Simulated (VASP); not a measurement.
A run of VASP 6.6.1:

The input INCAR:

```
PREC = Accurate
ENCUT = 520
EDIFF = 1E-7
ISMEAR = 0
SIGMA = 0.01
LREAL = False
LASPH = True
NELM = 100
ALGO = Normal
ISIF = 2
LWAVE = False
LCHARG = False
GGA = CA
NBANDS = 26
```

File KPOINTS:

```
Automatic mesh
0
Gamma
  8 8 4
```

Contents of POSCAR:

```
GaN
1.0
    3.1318884003      0.0000000000      0.0000000000
   -1.5659442001      2.7122949164      0.0000000000
    0.0000000000      0.0000000000      5.1061639293
Ga N
2 2
Direct
    0.3333333333      0.6666666667     -0.0006650449
    0.6666666667      0.3333333333      0.4993349551
    0.3333333333      0.6666666667      0.3756650449
    0.6666666667      0.3333333333      0.8756650449
```

Potentials or basis: VASP PAW LDA potentials, release 64 (Ga_d, N).

The run is started by

```sh
$ cat potpaw_LDA.64/Ga_d/POTCAR potpaw_LDA.64/N/POTCAR > POTCAR
$ mpirun -np 1 vasp_std > vasp.out
```

Hardware: 1 thread of Intel(R) Xeon(R) Platinum 8488C (Sapphire Rapids), with other jobs on the host.

**Question.** Estimate the wall time of this run.

**Answer.** It took 20 s on 1 thread of Intel(R) Xeon(R) Platinum 8488C (Sapphire Rapids) (shared host), peak memory 0.15 GiB. Counts: scf iterations 17, k points 30.
